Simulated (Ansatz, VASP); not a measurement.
Two plane-wave programs on Ag

```
Ag
1.0
    -1.73844    1.73844    1.65565
     1.73844   -1.73844    1.65565
     1.73844    1.73844   -1.65565
Ag
1
Direct
  0.00000 0.00000 0.00000
```

Change from the starting cell: strain +0.0500 x Voigt [1, 1, 0, 0, 0, 0], atoms carried along.

Alike in both runs: task single point; functional r2SCAN; k mesh 20 × 20 × 20; occupations gaussian, width 0.15 eV; no spin polarisation.

|  | VASP | Ansatz |
| --- | --- | --- |
| version | VASP 6.6.1 | Ansatz 0.2.0 |
| potentials or method | VASP PAW PBE potentials, release 64 (Ag), cutoff 520 eV | scalar-relativistic, plane waves, PAW |
| valence electrons in the cell | 11 | 19 |

|  | VASP | Ansatz | Ansatz less VASP |
| --- | --- | --- | --- |
| gap on the k mesh at the Fermi level (eV) | none | none | - |
| pressure (GPa) | -9.4 | -9.4 | 0.00 |
| traceless stress, the component that is largest in VASP (GPa) | -0.35 | -0.35 | +0.004 |

VASP's potentials were made for PBE, not for r2SCAN. A gap of «none» marks a metal or a gap that the smearing closes. VASP's potentials hold 11 valence electrons a cell and Ansatz's 19, so a difference there can come from the potentials and not from the codes.
